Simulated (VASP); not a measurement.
# Li (P6/mmm) in VASP: a series of runs, part 2 of 2

VASP 6.6.1. The steps go on from the part before.

### 3 Single point, BLYP (17.62 Å³/atom)

This run uses another cell than the first one, of 17.62 Å³/atom.

INCAR

```
PREC = Accurate ; ENCUT = 520
EDIFF = 1E-7 ; ISMEAR = -1
SIGMA = 0.1 ; LREAL = F
LASPH = T ; NELM = 80
ALGO = Normal ; ISIF = 2
LWAVE = F ; LCHARG = F
GGA = B5 ; ALDAX = 1.0
AGGAX = 1.0 ; AGGAC = 1.0
ALDAC = 0.0 ; NBANDS = 12
```

KPOINTS

```
Automatic mesh
0
Gamma
  8 8 12
```

POSCAR

```
Li
1.0
    4.7077227030      0.0000000000      0.0000000000
   -2.3538613515      4.0770074548      0.0000000000
    0.0000000000      0.0000000000      2.7546606697
Li
3
Direct
    0.0000000000      0.0000000000      0.0000000000
    0.3333333333      0.6666666667      0.5000000000
    0.6666666667      0.3333333333      0.5000000000
```

Potentials or basis: VASP PAW PBE potentials, release 64 (Li_sv).

Command:

```console
$ cat potpaw_PBE.64/Li_sv/POTCAR > POTCAR
$ mpirun -np 1 vasp_std > vasp.out
```

OUTCAR:

```text
PREC = Accurate
   ENCUT = 520
   EDIFF = 1E-7
   ISMEAR = -1
   LREAL = F
   LASPH = T
   NELM = 80
   ISIF = 2
   GGA = B5

 ion  position               nearest neighbor table
   1  0.000  0.000  0.000-
   2  0.333  0.667  0.500-
   3  0.667  0.333  0.500-

  LATTYP: Found a hexagonal cell.
 ALAT       =     4.7077227030
 C/A-ratio  =     0.5851365604

  Lattice vectors:

 A1 = (   4.7077227030,   0.0000000000,   0.0000000000)
 A2 = (  -2.3538613515,   4.0770074548,   0.0000000000)
 A3 = (   0.0000000000,   0.0000000000,   2.7546606697)

Analysis of symmetry for initial positions (statically):
=====================================================================
 Subroutine PRICEL returns:
 Original cell was already a primitive cell.

 Routine SETGRP: Setting up the symmetry group for a
 hexagonal supercell.

 Subroutine GETGRP returns: Found 24 space group operations
 (whereof 24 operations were pure point group operations)
 out of a pool of 24 trial point group operations.

The static configuration has the point symmetry D_6h.

[... 166 lines left out ...]
 fundamental gap:      0.0637241990
 Fermi energy:         1.4592910749

 k-point     1 :       0.0000    0.0000    0.0000
  band No.  band energies     occupation
      1     -45.6091      2.00000
      2     -45.5757      2.00000
      3     -45.4785      2.00000
      4      -2.2458      2.00000
      5       3.6913      0.00000
      6       3.6913      0.00000
      7       3.7451      0.00000
      8       3.7451      0.00000
      9       8.1438      0.00000
     10       8.3711      0.00000
     11      12.5194      0.00000
     12      16.9529      0.00000
[... 331 lines left out ...]
 k-point    24 :       0.3750    0.0000    0.1667
  band No.  band energies     occupation
      1     -45.5952      2.00000
      2     -45.5795      2.00000
      3     -45.4749      2.00000
      4      -0.9513      2.00000
      5       0.6671      1.99928
      6       2.1729      0.00159
      7       5.1554      0.00000
      8       8.7508      0.00000
      9       9.3640      0.00000
     10      10.7383      0.00000
     11      11.5538      0.00000
     12      12.7972      0.00000

 [... further k-points ...]
[... 5 lines left out ...]
  --------------------------------------------------------------------------------------
  -------------------------------------------------------------------------------------
  Total        0.6916685      0.6916685      0.7089255      0.0000000      0.0000000      0.0000000
  in kB       20.9598463     20.9598463     21.4827890      0.0000000      0.0000000      0.0000000
  external PRESSURE =      21.1341606 kB  Pullay stress =       0.0000000 kB

 VOLUME and BASIS-vectors are now :
 -----------------------------------------------------------------------------
  energy-cutoff  :      520.00
  volume of cell :       52.87
      direct lattice vectors                 reciprocal lattice vectors
     4.707722703  0.000000000  0.000000000     0.212416929  0.122638971  0.000000000
    -2.353861351  4.077007455  0.000000000     0.000000000  0.245277942  0.000000000
     0.000000000  0.000000000  2.754660670     0.000000000  0.000000000  0.363021119

 POSITION                                       TOTAL-FORCE (eV/Angst)
 -----------------------------------------------------------------------------------
      0.00000      0.00000      0.00000        -0.000000      0.000000      0.000000
     -0.00000      2.71800      1.37733         0.000000      0.000000      0.000000
      2.35386      1.35900      1.37733        -0.000000     -0.000000     -0.000000
 -----------------------------------------------------------------------------------
    total drift:                                0.000000      0.000000     -0.000000

  FREE ENERGIE OF THE ION-ELECTRON SYSTEM (eV)
  ---------------------------------------------------
  free  energy   TOTEN  =        -4.6441238904 eV

  energy  without entropy=       -4.5971008148  energy(sigma->0) =       -4.62061235
```

OSZICAR:

```text
N       E                     dE             d eps       ncg     rms          rms(c)
DAV:   1     0.286704943502E+02    0.28670E+02   -0.35417E+03  1680   0.666E+02
DAV:   2     0.155145723591E+01   -0.27119E+02   -0.26354E+02  1940   0.154E+02
DAV:   3    -0.453920837063E+01   -0.60907E+01   -0.60287E+01  3252   0.405E+01
DAV:   4    -0.463037381564E+01   -0.91165E-01   -0.91096E-01  2068   0.796E+00
DAV:   5    -0.463256493038E+01   -0.21911E-02   -0.21909E-02  2632   0.932E-01    0.349E-01
DAV:   6    -0.463741917048E+01   -0.48542E-02   -0.23502E-03  2048   0.370E-01    0.222E-01
DAV:   7    -0.464389948165E+01   -0.64803E-02   -0.75837E-03  1868   0.669E-01    0.233E-02
DAV:   8    -0.464411803752E+01   -0.21856E-03   -0.88382E-04  2480   0.193E-01    0.180E-02
DAV:   9    -0.464411597435E+01    0.20632E-05   -0.35638E-05  2216   0.412E-02    0.813E-03
DAV:  10    -0.464411815805E+01   -0.21837E-05   -0.24314E-06  2172   0.113E-02    0.580E-03
DAV:  11    -0.464412429844E+01   -0.61404E-05   -0.60123E-06  1952   0.165E-02    0.887E-04
DAV:  12    -0.464412390404E+01    0.39439E-06   -0.35842E-07  2428   0.439E-03    0.616E-04
DAV:  13    -0.464412416001E+01   -0.25596E-06   -0.93078E-08  1976   0.225E-03    0.720E-04
DAV:  14    -0.464412388754E+01    0.27246E-06   -0.35262E-08  1220   0.141E-03    0.551E-05
DAV:  15    -0.464412389035E+01   -0.28065E-08   -0.32862E-09  1152   0.424E-04
   1 F= -.46441239E+01 E0= -.46206124E+01  d E =-.470231E-01
```

stdout:

```text
POSCAR found type information on POSCAR Li
 POSCAR found :  1 types and       3 ions
 scaLAPACK will be used
 -----------------------------------------------------------------------------
|                                                                             |
|                                                                             |
|     You enforced a specific xc type in the INCAR file but a different       |
|     I HOPE YOU KNOW WHAT YOU ARE DOING!                                     |
|                                                                             |
 -----------------------------------------------------------------------------

 LDA part: xc-table for (Slater(with rela. corr.)+VWN5), standard interpolation
 POSCAR, INCAR and KPOINTS ok, starting setup
 FFT: planning ... GRIDC
 FFT: planning ... GRID_SOFT
 FFT: planning ... GRID
 WAVECAR not read
 entering main loop
```

Wall time 64 s (1 thread of Intel Xeon 8259CL, shared host); peak memory 0.17 GiB.

What came out:

| Quantity | Value |
| --- | --- |
| Free energy | -4.6441 eV |
| Band gap on the k mesh | zero (an odd number of electrons rules out a gap without spin polarisation) |

Levels at points of the mesh, in eV from the Fermi level:
| k point | band 1 | band 2 | band 3 | band 4 | band 5 | band 6 | band 7 | band 8 | band 9 |
| --- | --- | --- | --- | --- | --- | --- | --- | --- | --- |
| (0.00, 0.00, 0.00) | -47.07 | -47.03 | -46.94 | -3.71 | 2.23 | 2.23 | 2.29 | 2.29 | 6.68 |
| (0.50, 0.00, 0.00) | -47.06 | -47.05 | -46.94 | -2.13 | -2.10 | 0.04 | 3.59 | 8.76 | 8.84 |
| (0.00, 0.00, 0.50) | -47.05 | -47.02 | -46.92 | -0.58 | 0.23 | 5.87 | 5.93 | 5.93 | 6.90 |
| (0.50, 0.00, 0.50) | -47.04 | -47.03 | -46.92 | 0.60 | 0.76 | 2.16 | 3.48 | 4.35 | 5.41 |

Caveat: the cutoff is under 1.25 times the usual one of these potentials, so pressure, stress and relaxed cells hold a basis-set (Pulay) error; the PAW data sets were made with another functional, which shifts forces and pressure a little.

### 4 Single point, BLYP (18.42 Å³/atom)

This run uses another cell than the first one, of 18.42 Å³/atom.

INCAR

```
AGGAC = 1.0 ; AGGAX = 1.0
ALDAC = 0.0 ; ALDAX = 1.0
ALGO = Normal ; EDIFF = 1E-7
ENCUT = 520 ; GGA = B5
ISIF = 2 ; ISMEAR = -1
LASPH = True ; LCHARG = True
LELF = True ; LREAL = False
LVHAR = True ; LWAVE = False
NBANDS = 12 ; NELM = 100
PREC = Accurate ; SIGMA = 0.1
```

KPOINTS

```
k-points
0
Gamma
  8 8 12
```

POSCAR

```
Li
1.0
    4.7779975816      0.0000000000      0.0000000000
   -2.3889987908      4.1378672849      0.0000000000
    0.0000000000      0.0000000000      2.7957810705
Li
3
Direct
    0.0000000000      0.0000000000      0.0000000000
    0.3333333333      0.6666666667      0.5000000000
    0.6666666667      0.3333333333      0.5000000000
```

Command:

```console
$ cat potpaw_PBE.64/Li_sv/POTCAR > POTCAR
$ mpirun -np 1 vasp_std > vasp.out
```

It took 87 s on 1 thread of Intel Xeon 8259CL, shared host; peak memory 0.18 GiB.

It converged, with:

```
Free energy            : -4.6714 eV
Band gap on the k mesh : zero (an odd number of electrons rules out a gap without spin polarisation)
```

Levels at points of the mesh, in eV from the Fermi level:
| k point | band 2 | band 3 | band 4 | band 5 | band 6 | band 7 |
| --- | --- | --- | --- | --- | --- | --- |
| (0.00, 0.00, 0.00) | -47.11 | -47.01 | -3.65 | 2.18 | 2.18 | 2.24 |
| (0.50, 0.00, 0.00) | -47.12 | -47.01 | -2.10 | -2.07 | 0.06 | 3.43 |
| (0.00, 0.00, 0.50) | -47.09 | -47.00 | -0.55 | 0.20 | 5.70 | 5.76 |
| (0.50, 0.00, 0.50) | -47.10 | -47.00 | 0.60 | 0.75 | 2.10 | 3.33 |

Caveat: the cutoff is under 1.25 times the usual one of these potentials, so pressure, stress and relaxed cells hold a basis-set (Pulay) error; the PAW data sets were made with another functional, which shifts forces and pressure a little.

### 5 Single point, BLYP (19.23 Å³/atom)

This run uses another cell than the first one, of 19.23 Å³/atom.

INCAR

```
SYSTEM = Li
AGGAC = 1.0
AGGAX = 1.0
ALDAC = 0.0
ALDAX = 1.0
ALGO = Normal
EDIFF = 1E-7
ENCUT = 520
GGA = B5
ISIF = 2
ISMEAR = -1
LASPH = .TRUE.
LCHARG = .FALSE.
LREAL = .FALSE.
LWAVE = .FALSE.
NBANDS = 12
NELM = 60
PREC = Accurate
SIGMA = 0.1
```

KPOINTS

```
k-points
0
G
  8 8 12
  0 0 0
```

POSCAR

```
Li
1.0
    4.8462639131      0.0000000000      0.0000000000
   -2.4231319565      4.1969876622      0.0000000000
    0.0000000000      0.0000000000      2.8357261968
Li
3
Direct
    0.0000000000      0.0000000000      0.0000000000
    0.3333333333      0.6666666667      0.5000000000
    0.6666666667      0.3333333333      0.5000000000
```

Command:

```console
$ cat potpaw_PBE.64/Li_sv/POTCAR > POTCAR
$ mpirun -np 1 vasp_std > vasp.out
```

Wall time 75 s (1 thread of Intel Xeon 8259CL, shared host); peak memory 0.18 GiB.

Results (log left out):

- Free energy: -4.6868 eV
- Band gap on the k mesh: zero (an odd number of electrons rules out a gap without spin polarisation)

Levels at points of the mesh, in eV from the Fermi level:
| k point | band 1 | band 2 | band 3 | band 4 | band 5 | band 6 | band 7 | band 8 |
| --- | --- | --- | --- | --- | --- | --- | --- | --- |
| (0.00, 0.00, 0.00) | -47.20 | -47.18 | -47.08 | -3.60 | 2.14 | 2.14 | 2.19 | 2.19 |
| (0.50, 0.00, 0.00) | -47.19 | -47.19 | -47.08 | -2.07 | -2.04 | 0.07 | 3.27 | 8.29 |
| (0.00, 0.00, 0.50) | -47.19 | -47.17 | -47.07 | -0.53 | 0.17 | 5.54 | 5.60 | 5.60 |
| (0.50, 0.00, 0.50) | -47.18 | -47.17 | -47.07 | 0.60 | 0.73 | 2.04 | 3.18 | 4.12 |

Caveat: the cutoff is under 1.25 times the usual one of these potentials, so pressure, stress and relaxed cells hold a basis-set (Pulay) error; the PAW data sets were made with another functional, which shifts forces and pressure a little.

### 6 Single point, BLYP (20.83 Å³/atom)

This run uses another cell than the first one, of 20.83 Å³/atom.

INCAR

```
PREC     = Accurate       # precision mode
ENCUT    = 520            # plane-wave cutoff, eV
EDIFF    = 1E-6           # SCF threshold, eV
ISMEAR   = -1             # smearing method
SIGMA    = 0.1            # smearing width, eV
LREAL    = F              # projectors in reciprocal space
LASPH    = T              # aspherical terms in the spheres
NELM     = 80             # most SCF steps
ALGO     = Normal         # electronic algorithm
ISIF     = 2              # what is computed and relaxed
LWAVE    = F              # write WAVECAR
LCHARG   = F              # write CHGCAR
GGA      = B5             # functional
ALDAX    = 1.0          
AGGAX    = 1.0          
AGGAC    = 1.0          
ALDAC    = 0.0          
NBANDS   = 12             # bands
```

KPOINTS

```
regular mesh
0
Gamma
  8 8 12
```

POSCAR

```
Li
1.0
    4.9773070086      0.0000000000      0.0000000000
   -2.4886535043      4.3104743119      0.0000000000
    0.0000000000      0.0000000000      2.9124043030
Li
3
Direct
    0.0000000000      0.0000000000      0.0000000000
    0.3333333333      0.6666666667      0.5000000000
    0.6666666667      0.3333333333      0.5000000000
```

Potentials or basis: VASP PAW PBE potentials, release 64 (Li_sv).

Command:

```console
$ cat potpaw_PBE.64/Li_sv/POTCAR > POTCAR
$ mpirun -np 1 vasp_std > vasp.out
```

Run time: 78 s. Hardware: 1 thread of Intel Xeon 8259CL, shared host; peak memory 0.19 GiB.

It converged, with:

```
Free energy            : -4.6895 eV
Band gap on the k mesh : zero (an odd number of electrons rules out a gap without spin polarisation)
```

Levels at points of the mesh, in eV from the Fermi level:
```tsv
k point	band 1	band 2	band 3	band 4	band 5	band 6	band 7	band 8
(0.00, 0.00, 0.00)	-47.33	-47.31	-47.22	-3.50	2.05	2.05	2.11	2.11
(0.50, 0.00, 0.00)	-47.32	-47.32	-47.22	-2.01	-1.98	0.10	3.01	7.88
(0.00, 0.00, 0.50)	-47.32	-47.30	-47.21	-0.49	0.12	5.25	5.30	5.30
(0.50, 0.00, 0.50)	-47.31	-47.31	-47.21	0.60	0.70	1.94	2.93	3.92
```

Caveat: the cutoff is under 1.25 times the usual one of these potentials, so pressure, stress and relaxed cells hold a basis-set (Pulay) error; the PAW data sets were made with another functional, which shifts forces and pressure a little.

### 7 Summary

```tsv
cell	k mesh	gap on the mesh (eV)
a = 4.913, b = 4.913, c = 2.875 Å, angles 90.0, 90.0, 120.0°, 3 atoms	7 × 7 × 10	none
a = 4.708, b = 4.708, c = 2.755 Å, angles 90.0, 90.0, 120.0°, 3 atoms	8 × 8 × 12	none
a = 4.778, b = 4.778, c = 2.796 Å, angles 90.0, 90.0, 120.0°, 3 atoms	8 × 8 × 12	none
a = 4.846, b = 4.846, c = 2.836 Å, angles 90.0, 90.0, 120.0°, 3 atoms	8 × 8 × 12	none
a = 4.977, b = 4.977, c = 2.912 Å, angles 90.0, 90.0, 120.0°, 3 atoms	8 × 8 × 12	none
```

Alike in all rows: task single point; level BLYP; potentials or basis VASP PAW PBE potentials, release 64 (Li_sv); no spin polarisation; cutoff (eV) 520; smearing fermi-dirac 0.1 eV.

Caveats: the cutoff is under 1.25 times the usual one of these potentials, so pressure, stress and relaxed cells hold a basis-set (Pulay) error; the PAW data sets were made with another functional, which shifts forces and pressure a little.

Total energies depend on the potentials used, so only differences within one code and one set of settings carry meaning.
